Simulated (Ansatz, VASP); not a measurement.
**Sn3C: VASP beside Ansatz**

```xyz
4
Lattice="4.5049 0.0000 0.0000 0.0000 4.5049 0.0000 0.0000 0.0000 4.5049" Properties=species:S:1:pos:R:3 pbc="T T T"
Sn    0.0000    2.2525    2.2525
Sn    2.2525    0.0000    2.2525
Sn    2.2525    2.2525    0.0000
C     0.0000    0.0000    0.0000
```

Alike in both runs: functional PBE; k mesh 4 × 4 × 4; occupations gaussian, width 0.1 eV; no spin polarisation.

Ansatz relaxed the structure, and its values are those at the end. VASP's run is a single point on that final structure, the one shown.

|  | VASP | Ansatz |
| --- | --- | --- |
| version | VASP 6.6.1 | Ansatz 0.2.0 |
| potentials or method | VASP PAW PBE potentials, release 64 (Sn_d, C), cutoff 520 eV | scalar-relativistic, plane waves, PAW |
| valence electrons in the cell | 46 | 46 |

|  | VASP | Ansatz | Ansatz less VASP |
| --- | --- | --- | --- |
| gap on the k mesh at the Fermi level (eV) | none | none | - |
| pressure (GPa) | -0.4 | -0.3 | +0.05 |

A gap of «none» marks a metal or a gap that the smearing closes.
